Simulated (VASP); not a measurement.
Wanted: the native input for a VASP 6.6.1 run.

| Quantity | Value |
| --- | --- |
| Task | single point |
| Functional | PBE |
| Potentials or basis | VASP PAW PBE potentials, release 64 (C) |
| Cutoff | 520 eV |
| k mesh | 12 × 12 × 6 |
| Occupations | fermi-dirac, width 0.02 eV |
| Spin | no spin polarisation |
| Dipole correction | no |
| Further INCAR settings | ALGO = Normal; EDIFF = 1e-06; NBANDS = 16 |

The structure of C lies in POSCAR:

```
C
1.0
    2.5031953718      0.0625798843      0.0000000000
   -1.1974019163      2.1365408404      0.0000000000
    0.0000000000      0.0000000000      4.1688692921
C
4
Direct
    0.3326927279      0.6670336182      0.0002920760
    0.6673072721      0.3329663818      0.5002920760
    0.3326927279      0.6670336182      0.3747079240
    0.6673072721      0.3329663818      0.8747079240
```

This cell differs from its parent crystal: shear xy strain +5.0%.

One way to write it, as run:

INCAR

```
SYSTEM = C
  ALGO = Normal
  EDIFF = 1E-6
  ENCUT = 520
  GGA = PE
  ISIF = 2
  ISMEAR = -1
  LASPH = .TRUE.
  LCHARG = .FALSE.
  LREAL = .FALSE.
  LWAVE = .FALSE.
  NBANDS = 16
  NELM = 100
  PREC = Accurate
  SIGMA = 0.02
```

KPOINTS

```
k-points
0
G
  12 12 6
  0 0 0
```

Potentials or basis: VASP PAW PBE potentials, release 64 (C).

Run with:

```bash
$ cat potpaw_PBE.64/C/POTCAR > POTCAR
$ mpirun -np 1 vasp_std > vasp.out
```

It gave:

| Item | Value |
| --- | --- |
| Pressure | 5.7 GPa |
| Largest force | 0.060 eV/Å |
| Band gap on the k mesh | 3.13 eV, indirect (least direct gap 4.29 eV) |

Caveat: the cell differs from its parent crystal (shear xy strain +5.0%).

It took 66 s on 1 thread of Intel(R) Xeon(R) Platinum 8259CL CPU @ 2.50GHz (Skylake/Cascade Lake), with other jobs on the host, peak memory 0.18 GiB.
